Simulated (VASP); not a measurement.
# PbS (Fm-3m) in VASP: single point with r2SCAN

Aim: the single point of PbS with r2SCAN.

Everything below comes from runs of VASP 6.6.1. Logs are shortened: lines on timing, memory, paths and dates and some standing lists are left out, and cuts for length are marked.

### 1 The cell of the first run

Symmetry: Fm-3m, No. 225, cubic system. The conventional cell has a = 5.915 Å, b = 5.915 Å, c = 5.915 Å, α = 90.00°, β = 90.00°, γ = 90.00°. Within 3.9 Å of Pb (site symmetry m-3m) lie 6 S at 2.96 Å. S (site symmetry m-3m) has 6 Pb at 2.96 Å within 3.9 Å.

### 2 Single point, r2SCAN

POSCAR reads:

```
PbS
1.0
    0.0000000000      2.9575520000      2.9575520000
    2.9575520000      0.0000000000      2.9575520000
    2.9575520000      2.9575520000      0.0000000000
Pb S
1 1
Direct
    0.0000000000      0.0000000000      0.0000000000
    0.5000000000      0.5000000000      0.5000000000
```

INCAR.step1 reads:

```
SYSTEM = PbS
ALGO = Normal
EDIFF = 1E-4
ENCUT = 520
GGA = PE
ISMEAR = 0
LASPH = .True.
LCHARG = .False.
LREAL = .False.
LWAVE = .True.
NBANDS = 17
NELM = 80
PREC = Accurate
SIGMA = 0.037
```

INCAR.step2 reads:

```
SYSTEM = PbS
ALGO = Normal
EDIFF = 1E-7
ENCUT = 520
ISIF = 2
ISMEAR = 0
ISTART = 1
LASPH = .True.
LCHARG = .False.
LMIXTAU = .True.
LREAL = .False.
LWAVE = .False.
METAGGA = R2SCAN
NBANDS = 17
NELM = 80
PREC = Accurate
SIGMA = 0.037
```

KPOINTS reads:

```
k-points
0
Gamma
  8 8 8
  0 0 0
```

Potentials or basis: VASP PAW PBE potentials, release 64 (Pb_d, S).

Started as:

```sh
$ cat potpaw_PBE.64/Pb_d/POTCAR potpaw_PBE.64/S/POTCAR > POTCAR
$ cp INCAR.step1 INCAR
$ mpirun -np 1 vasp_std > vasp.out
$ cp INCAR.step2 INCAR
$ mpirun -np 1 vasp_std > vasp.out
```

OUTCAR:

```text
SYSTEM = PbS
   EDIFF = 1E-7
   ENCUT = 520
   ISIF = 2
   ISMEAR = 0
   ISTART = 1
   LASPH = .True.
   LREAL = .False.
   METAGGA = R2SCAN
   NELM = 80
   PREC = Accurate

 ion  position               nearest neighbor table
   1  0.000  0.000  0.000-   2 2.96   2 2.96   2 2.96   2 2.96   2 2.96   2 2.96
   2  0.500  0.500  0.500-   1 2.96   1 2.96   1 2.96   1 2.96   1 2.96   1 2.96

  LATTYP: Found a face centered cubic cell.
 ALAT       =     5.9151040000

  Lattice vectors:

 A1 = (   0.0000000000,   2.9575520000,   2.9575520000)
 A2 = (   2.9575520000,   0.0000000000,   2.9575520000)
 A3 = (   2.9575520000,   2.9575520000,   0.0000000000)

Analysis of symmetry for initial positions (statically):
=====================================================================
 Subroutine PRICEL returns:
 Original cell was already a primitive cell.

 Routine SETGRP: Setting up the symmetry group for a
 face centered cubic supercell.

 Subroutine GETGRP returns: Found 48 space group operations
 (whereof 48 operations were pure point group operations)
 out of a pool of 48 trial point group operations.

The static configuration has the point symmetry O_h .

Analysis of symmetry for dynamics (positions and initial velocities):
=====================================================================
 Subroutine PRICEL returns:
 Original cell was already a primitive cell.

 Routine SETGRP: Setting up the symmetry group for a
 face centered cubic supercell.

 Subroutine GETGRP returns: Found 48 space group operations
 (whereof 48 operations were pure point group operations)
 out of a pool of 48 trial point group operations.

The dynamic configuration has the point symmetry O_h .

 Subroutine INISYM returns: Found 48 space group operations
 (whereof 48 operations are pure point group operations),
 and found     1 'primitive' translations

----------------------------------------------------------------------------------------

                                     Primitive cell

  volume of cell :      51.7401

  direct lattice vectors                    reciprocal lattice vectors
     0.000000000  2.957552000  2.957552000    -0.169058735  0.169058735  0.169058735
     2.957552000  0.000000000  2.957552000     0.169058735 -0.169058735  0.169058735
     2.957552000  2.957552000  0.000000000     0.169058735  0.169058735 -0.169058735

  length of vectors
     4.182610150  4.182610150  4.182610150     0.292818319  0.292818319  0.292818319

  position of ions in fractional coordinates (direct lattice)
     0.000000000  0.000000000  0.000000000
     0.500000000  0.500000000  0.500000000

  ion indices of the primitive-cell ions
   primitive index   ion index
                 1           1
                 2           2

----------------------------------------------------------------------------------------

 KPOINTS: k-points

Automatic generation of k-mesh.
 Grid dimensions read from file:
 generate k-points for:    8    8    8

 Generating k-lattice:

  Cartesian coordinates                     Fractional coordinates (reciprocal lattice)
    -0.021132342  0.021132342  0.021132342     0.125000000  0.000000000  0.000000000
     0.021132342 -0.021132342  0.021132342     0.000000000  0.125000000  0.000000000
     0.021132342  0.021132342 -0.021132342     0.000000000  0.000000000  0.125000000

  Length of vectors
     0.036602290  0.036602290  0.036602290

  Shift w.r.t. Gamma in fractional coordinates (k-lattice)
     0.000000000  0.000000000  0.000000000

 Subroutine IBZKPT returns following result:
 ===========================================

 Found     29 irreducible k-points:

 Following reciprocal coordinates:
            Coordinates               Weight
  0.000000  0.000000  0.000000      1.000000
  0.125000  0.000000  0.000000      8.000000
  0.250000  0.000000  0.000000      8.000000
  0.375000  0.000000  0.000000      8.000000
  0.500000  0.000000  0.000000      4.000000
  0.125000  0.125000  0.000000      6.000000
[... 16 lines left out ...]
  0.500000  0.250000  0.125000     48.000000
 -0.375000  0.250000  0.125000     24.000000
 [... further k-points ...]
   k-points           NKPTS =     29   k-points in BZ     NKDIM =     29   number of bands    NBANDS=     17
   number of dos      NEDOS =    301   number of ions     NIONS =      2
   total plane-waves  NPLWV =  32768
   dimension x,y,z NGX =    32 NGY =   32 NGZ =   32
   dimension x,y,z NGXF=    64 NGYF=   64 NGZF=   64
   ions per type =               1   1
   NGX,Y,Z   is equivalent  to a cutoff of  12.72, 12.72, 12.72 a.u.
   NGXF,Y,Z  is equivalent  to a cutoff of  25.44, 25.44, 25.44 a.u.
 SYSTEM =  PbS
   PREC   = accura    normal or accurate (medium, high low for compatibility)
   ISTART =      1    job   : 0-new  1-cont  2-samecut
   ICHARG =      0    charge: 1-file 2-atom 10-const
   ISPIN  =      1    spin polarized calculation?
   LNONCOLLINEAR =      F non collinear calculations
   LSORBIT =      F    spin-orbit coupling
   LASPH  =      T    aspherical Exc in radial PAW
   ENCUT  =  520.0 eV  38.22 Ry    6.18 a.u.   7.78  7.78  7.78*2*pi/ulx,y,z
   NELM   =     80;   NELMIN=  2; NELMDL=  0     # of ELM steps
   EDIFF  = 0.1E-06   stopping-criterion for ELM
   LREAL  =      F    real-space projection
   EDIFFG = 0.1E-05   stopping-criterion for IOM
   NSW    =      0    number of steps for IOM
   IBRION =     -1    ionic relax: 0-MD 1-quasi-New 2-CG
   NFREE  =      0    steps in history (QN), initial steepest desc. (CG)
   ISIF   =      2    stress and relaxation
   ISYM   =      2    0-nonsym 1-usesym 2-fastsym
   POTIM  = 0.5000    time-step for ionic-motion
   TEBEG  =    0.0;   TEEND  =   0.0 temperature during run
   PSTRESS=    0.0 pullay stress
   NELECT =      20.0000    total number of electrons
   NUPDOWN=      -1.0000    fix difference up-down
   EMIN   =  10.00;   EMAX   =-10.00  energy-range for DOS
   EFERMI =   0.00;   METHOD = LEGACY
   ISMEAR =     0;   SIGMA  =   0.04  broadening in eV -4-tet -1-fermi 0-gaus
   EFERMI_NEDOS =   21; number of points for ismear=-14 and -15
   IALGO  =     38    algorithm
   IMIX   =      4    mixing-type and parameters
     AMIX     =   0.40;   BMIX     =  1.00
     AMIX_MAG =   1.60;   BMIX_MAG =  1.00
  volume/ion in A,a.u.               =      25.87       174.58
  Fermi-wavevector in a.u.,A,eV,Ry     =   1.192548  2.253588 19.349799  1.422170
  Thomas-Fermi vector in A             =   2.328583
   LORBIT       =      0    0 simple, 1 ext, 2 COOP (PROOUT), +10 PAW based schemes
   METAGGA = R2SCAN    functional components
   LHFCALC =     F    Hartree Fock is set to
   AEXX    =    0.0000 exact exchange contribution
   IVDW    =     0    specifies the selected vdW correction
   LEPSILON=     F    determine dielectric tensor
   LRPA    =     F    only Hartree local field effects (RPA)
 non-spin polarized calculation
 Gauss-broadening in eV      SIGMA  =   0.04
  energy-cutoff  :      520.00
  volume of cell :       51.74
 maximum number of plane-waves:      1411
   NGX = 15   NGY = 15   NGZ = 15

 number of electron      19.9999997 magnetization

 Free energy of the ion-electron system (eV)
  ---------------------------------------------------
  ext. energy  EPLUGINS =         0.00000000
  ---------------------------------------------------
  free energy    TOTEN  =       -65.60291445 eV

  energy without entropy =      -65.60291445  energy(sigma->0) =      -65.60291445

 E-fermi :   6.0381     XC(G=0): -10.2976

 val. band max:        5.8330040265   @ k =   0.5000   0.0000   0.0000
 cond. band min:       6.4213491764   @ k =   0.5000   0.0000   0.0000
 fundamental gap:      0.5883451498
 Fermi energy:         6.0380585482

 k-point     1 :       0.0000    0.0000    0.0000
  band No.  band energies     occupation
      1     -11.6522      2.00000
      2     -11.6522      2.00000
      3     -11.6522      2.00000
      4     -11.6367      2.00000
      5     -11.6367      2.00000
      6      -8.4805      2.00000
[... 9 lines left out ...]
     16      12.9279      0.00000
     17      14.8556      0.00000

 k-point     2 :       0.1250    0.0000    0.0000
  band No.  band energies     occupation
      1     -11.6515      2.00000
      2     -11.6496      2.00000
      3     -11.6496      2.00000
      4     -11.6376      2.00000
      5     -11.6376      2.00000
      6      -8.3427      2.00000
[... 9 lines left out ...]
     16      13.3143      0.00000
     17      16.1351      0.00000

 k-point     3 :       0.2500    0.0000    0.0000
  band No.  band energies     occupation
      1     -11.6577      2.00000
      2     -11.6577      2.00000
      3     -11.6502      2.00000
      4     -11.6250      2.00000
      5     -11.6250      2.00000
      6      -7.9611      2.00000
[... 9 lines left out ...]
     16      14.1976      0.00000
     17      18.3026      0.00000

 k-point     4 :       0.3750    0.0000    0.0000
  band No.  band energies     occupation
      1     -11.6693      2.00000
      2     -11.6693      2.00000
      3     -11.6495      2.00000
      4     -11.6089      2.00000
      5     -11.6089      2.00000
      6      -7.4694      2.00000
[... 9 lines left out ...]
     16      15.4655      0.00000
     17      18.2200      0.00000
[... 343 lines left out ...]
      1     -11.6935      2.00000
      2     -11.6559      2.00000
      3     -11.6440      2.00000
      4     -11.6223      2.00000
      5     -11.6133      2.00000
      6      -7.6246      2.00000
[... 9 lines left out ...]
     16      16.2381      0.00000
     17      16.5240      0.00000

 k-point    23 :       0.5000    0.2500    0.1250
  band No.  band energies     occupation
      1     -11.7116      2.00000
      2     -11.6526      2.00000
      3     -11.6456      2.00000
      4     -11.6175      2.00000
      5     -11.6057      2.00000
      6      -7.1823      2.00000
[... 9 lines left out ...]
     16      16.6233      0.00000
     17      17.7307      0.00000

 k-point    24 :      -0.3750    0.2500    0.1250
  band No.  band energies     occupation
      1     -11.7183      2.00000
      2     -11.6564      2.00000
      3     -11.6365      2.00000
      4     -11.6227      2.00000
      5     -11.6007      2.00000
      6      -6.9603      2.00000
[... 9 lines left out ...]
     16      17.2469      0.00000
     17      17.6386      0.00000

 [... further k-points ...]
[... 5 lines left out ...]
  --------------------------------------------------------------------------------------
  -------------------------------------------------------------------------------------
  Total        0.5907029      0.5907029      0.5907029     -0.0000000     -0.0000000     -0.0000000
  in kB       18.2916337     18.2916337     18.2916337     -0.0000000     -0.0000000     -0.0000000
  external PRESSURE =      18.2916337 kB  Pullay stress =       0.0000000 kB

 VOLUME and BASIS-vectors are now :
 -----------------------------------------------------------------------------
  energy-cutoff  :      520.00
  volume of cell :       51.74
      direct lattice vectors                 reciprocal lattice vectors
     0.000000000  2.957552000  2.957552000    -0.169058735  0.169058735  0.169058735
     2.957552000  0.000000000  2.957552000     0.169058735 -0.169058735  0.169058735
     2.957552000  2.957552000  0.000000000     0.169058735  0.169058735 -0.169058735

 POSITION                                       TOTAL-FORCE (eV/Angst)
 -----------------------------------------------------------------------------------
      0.00000      0.00000      0.00000         0.000000     -0.000000      0.000000
      2.95755      2.95755      2.95755         0.000000      0.000000      0.000000
 -----------------------------------------------------------------------------------
    total drift:                                0.000000     -0.000000     -0.000000

  FREE ENERGIE OF THE ION-ELECTRON SYSTEM (eV)
  ---------------------------------------------------
  free  energy   TOTEN  =       -65.6029144519 eV

  energy  without entropy=      -65.6029144519  energy(sigma->0) =      -65.60291445
```

Wall time 90 s (1 thread of AMD EPYC 7R43 (Zen 3), shared host); peak memory 0.16 GiB.

What came out:

```yaml
Free_energy: -65.6029 eV
Pressure: 1.8 GPa
Band_gap_on_the_k_mesh: 0.59 eV, direct
```

Caveat: the PAW data sets were made with another functional, which shifts forces and pressure a little; spin-orbit coupling is left out, which moves the levels of the heavy elements.
